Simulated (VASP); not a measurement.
Here is a VASP 6.6.1 calculation.

Contents of INCAR:

```
SYSTEM = Be4ZnTe
PREC = Accurate
ENCUT = 520
EDIFF = 1E-7
ISMEAR = 0
SIGMA = 0.1
LREAL = .False.
LASPH = .True.
NELM = 60
ALGO = Normal
ISIF = 2
LWAVE = .False.
LCHARG = .False.
GGA = PE
NBANDS = 22
```

File KPOINTS:

```
regular mesh
0
Gamma
  4 4 4
  0 0 0
```

The input POSCAR:

```
Be4ZnTe
1.0
    0.0000000000      3.2751263600      3.2751263600
    3.2751263600      0.0000000000      3.2751263600
    3.2751263600      3.2751263600      0.0000000000
Be Zn Te
4 1 1
Direct
    0.3748045600      0.3748045600      0.8755863300
    0.8755863300      0.3748045600      0.3748045600
    0.3748045600      0.3748045600      0.3748045600
    0.3748045600      0.8755863300      0.3748045600
    0.7500000000      0.7500000000      0.7500000000
    0.0000000000      0.0000000000      0.0000000000
```

Potentials or basis: VASP PAW PBE potentials, release 64 (Be, Zn, Te).

Run with:

```sh
$ cat potpaw_PBE.64/Be/POTCAR potpaw_PBE.64/Zn/POTCAR potpaw_PBE.64/Te/POTCAR > POTCAR
$ mpirun -np 1 vasp_std > vasp.out
```

Question: Predict the largest force.

Answer: 0.294 eV/Å.

Question: Predict the pressure.

Answer: 9.8 GPa.

Question: Predict the band gap on the k mesh.

Answer: Zero (bands 13 and 14 overlap by 4.30 eV).

Forces on the atoms (eV/Å):
```
Be  -0.169 -0.169  0.169
Be   0.169 -0.169 -0.169
Be   0.169  0.169  0.169
Be  -0.169  0.169 -0.169
Zn   0.000  0.000  0.000
Te   0.000  0.000  0.000
```

Caveat: the k points lie up to 0.42 Å⁻¹ apart, too coarse for converged energies and pressures of a metal; spin-orbit coupling is left out, which moves the levels of the heavy elements.
